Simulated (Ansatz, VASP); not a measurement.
Two plane-wave programs on Si3Sn4

INCAR

```
SYSTEM = Si3Sn4
ALGO     = Normal         ! electronic algorithm
EDIFF    = 1E-7           ! SCF threshold, eV
EDIFFG   = -0.08          ! ionic threshold
ENCUT    = 500            ! plane-wave cutoff, eV
GGA      = PE             ! functional
GGA_COMPAT= .False.      
IBRION   = 2              ! ionic algorithm
ISIF     = 3              ! what is computed and relaxed
ISMEAR   = 0              ! smearing method
LASPH    = .True.         ! aspherical terms in the spheres
LCHARG   = .False.        ! write CHGCAR
LREAL    = .False.        ! projectors in reciprocal space
LWAVE    = .False.        ! write WAVECAR
NELM     = 120            ! most SCF steps
NELMIN   = 4            
NSW      = 36             ! ionic steps
PREC     = Accurate       ! precision mode
SIGMA    = 0.2            ! smearing width, eV
```

The input KPOINTS:

```
k-points
0
Gamma
  3 3 3
  0 0 0
```

The input POSCAR:

```
Si3Sn4
1.0
    5.9346774300      0.0000000000      0.0000000000
   -2.9673387200      5.1395814200      0.0000000000
    0.0000000000      0.0000000000      5.9226612200
Si Sn
3 4
Direct
    0.3333333300      0.6666666700      0.5000000000
    0.6666666700      0.3333333300      0.5000000000
    0.0000000000      0.0000000000      0.0000000000
    0.0000000000      0.0000000000      0.5000000000
    0.5000000000      0.0000000000      0.0000000000
    0.0000000000      0.5000000000      0.0000000000
    0.5000000000      0.5000000000      0.0000000000
```

Input for Ansatz:

```yaml
crystal:
  lattice:
    - [5.93467743, 0.0, 0.0]
    - [-2.96733872, 5.13958142, 0.0]
    - [0.0, 0.0, 5.92266122]
  atoms:
    - { symbol: Si, position: [0.33333333, 0.66666667, 0.5] }
    - { symbol: Si, position: [0.66666667, 0.33333333, 0.5] }
    - { symbol: Si, position: [0.0, 0.0, 0.0] }
    - { symbol: Sn, position: [0.0, 0.0, 0.5] }
    - { symbol: Sn, position: [0.5, 0.0, 0.0] }
    - { symbol: Sn, position: [0.0, 0.5, 0.0] }
    - { symbol: Sn, position: [0.5, 0.5, 0.0] }
basis:
  ecutwfc: 420
kpoints:
  mp_grid: { grid: [3, 3, 3] }
hamiltonian:
  xc: pbe
scf:
  occupations: { method: gaussian, width: 0.2 }
  lower_state_search: "off"
output:
  forces: true
  stress: true
  eigenvalues: true
relax:
  adjacent_minimum: "off"
  f_tol: 0.08
  max_steps: 16
  cell: { stress_tol: 0.8 }
```

Alike in both runs: task relaxation of cell and atoms; functional PBE; k mesh 3 × 3 × 3; occupations gaussian, width 0.2 eV; no spin polarisation.

|  | VASP | Ansatz |
| --- | --- | --- |
| version | VASP 6.6.1 | Ansatz 0.2.0 |
| potentials or method | VASP PAW PBE potentials, release 64 (Si, Sn_d), cutoff 500 eV | scalar-relativistic, plane waves, PAW |
| valence electrons in the cell | 68 | 68 |

```csv
,VASP,Ansatz,Ansatz less VASP
"gap on the k mesh at the Fermi level, each at its own relaxed structure (eV)",none,none,-
relaxed volume (Å³/atom),24.43,24.23,-0.193
relaxed cell length with the largest relative difference (Å),5.582,5.551,-0.0310
```

A gap of «none» marks a metal or a gap that the smearing closes.

The k mesh is coarse, so the values compare programs but aren't converged.
